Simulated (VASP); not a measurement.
Input of a VASP 6.6.1 run:

Contents of INCAR:

```
PREC = Accurate
ENCUT = 600
EDIFF = 1E-7
ISMEAR = 0
SIGMA = 0.1
LREAL = F
LASPH = T
NELM = 60
ALGO = Normal
ISIF = 3
LWAVE = F
LCHARG = F
GGA = PE
IBRION = 2
NSW = 90
EDIFFG = -0.04
```

The input KPOINTS:

```
Automatic mesh
0
Gamma
  6 6 6
```

Contents of POSCAR:

```
Zn2H3
1.0
    1.4305950863      0.8259544582      6.6315339025
   -1.4305950863      0.8259544582      6.6315339025
    0.0000000000     -1.6519089164      6.6315339025
Zn H
2 3
Direct
    0.4000000000      0.4000000000      0.4000000000
    0.6000000000      0.6000000000      0.6000000000
    0.0000000000      0.0000000000      0.0000000000
    0.2095000000      0.2095000000      0.2095000000
    0.7905000000      0.7905000000      0.7905000000
```

Potentials or basis: VASP PAW PBE potentials, release 64 (Zn, H).

Run with:

```console
$ cat potpaw_PBE.64/Zn/POTCAR potpaw_PBE.64/H/POTCAR > POTCAR
$ mpirun -np 1 vasp_std > vasp.out
```

Estimate the relaxed volume.

10.17 Å³/atom.

What does it give for the relaxed cell?

a = 6.737 Å, b = 6.737 Å, c = 6.737 Å, α = 25.76°, β = 25.76°, γ = 25.76°.

Final structure:
```xyz
5
Lattice="1.5017 0.8670 6.5105 -1.5017 0.8670 6.5105 0.0000 -1.7340 6.5105" Properties=species:S:1:pos:R:3 pbc="T T T"
Zn    0.0000    0.0000    7.8679
Zn    0.0000    0.0000   11.6636
H     0.0000    0.0000    0.0000
H     0.0000    0.0000    4.4851
H     0.0000    0.0000   15.0464
```

Caveat: the k points lie up to 0.41 Å⁻¹ apart in the final cell, too coarse for converged energies and pressures of a metal.
